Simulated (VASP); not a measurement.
The system is Cd3TeSe2.

```
Cd Te Se
1.0
     6.29217    0.00000    0.00000
    -3.14609    5.44918    0.00000
     0.00000    0.00000    4.41943
Cd Te Se
3 1 2
Direct
  0.50000 0.50000 0.45952
  0.50000 0.00000 0.45952
  0.00000 0.50000 0.45952
  0.00000 0.00000 0.88881
  0.66667 0.33333 0.96314
  0.33333 0.66667 0.96314
```

The cell was generated, and may not be a known phase.

```yaml
Program: VASP 6.6.1
Task: relaxation of cell and atoms
Functional: PBE
Potentials_or_basis: VASP PAW PBE potentials, release 64 (Cd, Te, Se)
Cutoff: 600 eV
k_mesh: 3 × 3 × 4
Occupations: gaussian, width 0.1 eV
Spin: no spin polarisation
```

At the start: pressure 2.5 GPa; volume 25.25 Å³/atom.

Question: Where does the relaxation end?

Answer: Over 24 steps the energy falls by 386.3 meV/atom and the volume is 27.62 Å³/atom (+9.4 %); space group P6mm (No. 183, to 0.1 Å) before, P6/mmm (No. 191, to 0.1 Å).

Step by step:
```csv
step,energy change (eV),largest force (eV/Å),pressure (GPa),volume (Å³)
1,0.0000,1.3044,2.50,151.53
2,-0.3390,1.3480,0.04,160.24
3,-0.8980,1.0955,-4.26,187.25
4,-1.0762,0.9885,-4.17,187.86
5,-1.4345,0.7136,-3.78,189.02
6,-1.0574,0.3744,-1.35,188.25
7,-1.4770,0.6203,-3.50,189.22
8,-1.6053,0.6531,-2.60,182.84
9,-1.7353,0.7127,-0.36,171.18
10,-1.7407,0.7283,0.43,168.03
11,-1.7731,0.7373,0.43,167.40
12,-1.8532,0.7592,0.52,165.49
13,-1.9210,0.7852,1.19,161.65
14,-1.9756,0.7432,0.45,164.14
15,-2.0560,0.6040,-1.51,171.76
16,-2.1112,0.5414,-1.22,170.64
17,-2.2239,0.3559,-0.24,167.30
18,-2.2046,0.1107,2.20,160.65
19,-2.2548,0.2256,0.79,164.26
20,-2.2993,0.0836,0.16,165.83
21,-2.3103,0.0253,-0.29,167.08
22,-2.3164,0.0268,0.04,165.60
23,-2.3171,0.0274,0.18,164.97
24,-2.3177,0.0252,-0.10,165.74
```

Final structure:
```
Cd Te Se
1.0
     7.04307    0.00000    0.00000
    -3.52154    6.09948    0.00000
     0.00000    0.00000    3.85800
Cd Te Se
3 1 2
Cartesian
  1.7608 3.0497 2.0585
  3.5215 0.0000 2.0585
  -1.7608 3.0497 2.0585
  0.0000 0.0000 2.0287
  3.5215 2.0332 0.1294
  0.0000 4.0663 0.1294
```

Caveat: the k points lie up to 0.41 Å⁻¹ apart in the final cell, too coarse for converged energies and pressures of a metal.
